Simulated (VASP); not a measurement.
Crystal: ZnCd2Te3.

```
Zn Cd Te
1.0
     5.44562    0.00000    0.00000
    -2.72281    4.71604    0.00000
     0.00000    0.00000    6.63856
Zn Cd Te
1 2 3
Direct
  0.00000 0.00000 0.50000
  0.33333 0.66667 0.50000
  0.66667 0.33333 0.50000
  0.00000 0.00000 0.00000
  0.33333 0.66667 0.00000
  0.66667 0.33333 0.00000
```

```yaml
Program: VASP 6.6.1
Task: relaxation of cell and atoms
Functional: PBE
Potentials_or_basis: VASP PAW PBE potentials, release 64 (Zn, Cd, Te)
Cutoff: 600 eV
k_mesh: 6 × 6 × 4
Occupations: gaussian, width 0.1 eV
Spin: no spin polarisation
```

At the start: pressure -0.6 GPa; volume 28.41 Å³/atom.

**Question.** Where does the relaxation end?

**Answer.** Over 4 steps the energy falls by 2.3 meV/atom and the volume is 27.70 Å³/atom (-2.5 %); space group P6/mmm (No. 191, to 0.05 Å).

The path:
| step | energy change (eV) | largest force (eV/Å) | pressure (GPa) | volume (Å³) |
| --- | --- | --- | --- | --- |
| 1 | 0.0000 | 0.0000 | -0.62 | 170.49 |
| 2 | -0.0100 | 0.0000 | -0.17 | 167.80 |
| 3 | -0.0120 | 0.0000 | 0.16 | 166.08 |
| 4 | -0.0136 | 0.0000 | 0.04 | 166.22 |

Final structure:
```
CELL_PARAMETERS angstrom
5.43204 0.00000 0.00000
-2.71602 4.70428 0.00000
0.00000 0.00000 6.50471
ATOMIC_POSITIONS crystal
Zn 0.00000 0.00000 0.50000
Cd 0.33333 0.66667 0.50000
Cd 0.66667 0.33333 0.50000
Te 0.00000 0.00000 0.00000
Te 0.33333 0.66667 0.00000
Te 0.66667 0.33333 0.00000
```
